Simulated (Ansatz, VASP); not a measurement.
## P: VASP beside Ansatz

Contents of POSCAR:

```
P
1.0
    3.0280000000      0.0000000000      0.0000000000
   -1.5140000000      2.6223249227      0.0000000000
    0.0000000000      0.0000000000     28.0000000000
P
2
Direct
    0.3333333333      0.6666666667      0.5093571429
    0.6666666667      0.3333333333      0.4906428571
```

INCAR.step1

```
PREC     = Accurate       # precision mode
ENCUT    = 520            # plane-wave cutoff, eV
ISMEAR   = 0              # smearing method
SIGMA    = 0.02           # smearing width, eV
LREAL    = False          # projectors in reciprocal space
LASPH    = True           # aspherical terms in the spheres
NELM     = 100            # most SCF steps
LDIPOL   = True         
IDIPOL   = 3            
DIPOL    = 0.5 0.5 0.500
NBANDS   = 12             # bands
GGA      = PE             # functional
ALGO     = Normal         # electronic algorithm
EDIFF    = 1E-4           # SCF threshold, eV
LWAVE    = True           # write WAVECAR
LCHARG   = False          # write CHGCAR
```

INCAR.step2

```
PREC     = Accurate       # precision mode
ENCUT    = 520            # plane-wave cutoff, eV
EDIFF    = 1E-6           # SCF threshold, eV
ISMEAR   = 0              # smearing method
SIGMA    = 0.02           # smearing width, eV
LREAL    = False          # projectors in reciprocal space
LASPH    = True           # aspherical terms in the spheres
NELM     = 100            # most SCF steps
ALGO     = Normal         # electronic algorithm
ISIF     = 2              # what is computed and relaxed
LWAVE    = False          # write WAVECAR
LCHARG   = False          # write CHGCAR
LDIPOL   = True         
IDIPOL   = 3            
DIPOL    = 0.5 0.5 0.500
METAGGA  = R2SCAN         # meta-GGA
LMIXTAU  = True         
NBANDS   = 12             # bands
ISTART   = 1
```

The input KPOINTS:

```
Automatic mesh
0
Gamma
  9 9 1
```

Input for Ansatz:

```yaml
crystal:
  lattice:
    - [3.028, 0.0, 0.0]
    - [-1.514, 2.6223249227, 0.0]
    - [0.0, 0.0, 28.0]
  atoms:
    - { symbol: P, position: [0.3333333333, 0.6666666667, 0.5093571429] }
    - { symbol: P, position: [0.6666666667, 0.3333333333, 0.4906428571] }
  periodic: [true, true, false]
basis:
  ecutwfc: 500
kpoints:
  mp_grid: { grid: [9, 9, 1] }
hamiltonian:
  xc: r2scan
scf:
  occupations: { method: gaussian, width: 0.02 }
output:
  forces: true
  stress: true
  eigenvalues: true
```

Alike in both runs: task single point; functional r2SCAN; k mesh 9 × 9 × 1; occupations gaussian, width 0.02 eV; no spin polarisation.

```csv
,VASP,Ansatz
version,VASP 6.6.1,Ansatz 0.2.0
potentials or method,"VASP PAW PBE potentials, release 64 (P), cutoff 520 eV","scalar-relativistic, plane waves, PAW"
valence electrons in the cell,10,10
```

|  | VASP | Ansatz | Ansatz less VASP |
| --- | --- | --- | --- |
| gap on the k mesh at the Fermi level (eV) | none | none | - |
| rms of the force components (eV/Å) | 4.719 | 4.789 | +0.0706 |

VASP's potentials were made for PBE, not for r2SCAN. Atom by atom the forces differ by 0.071 eV/Å (rms over components). A gap of «none» marks a metal or a gap that the smearing closes.
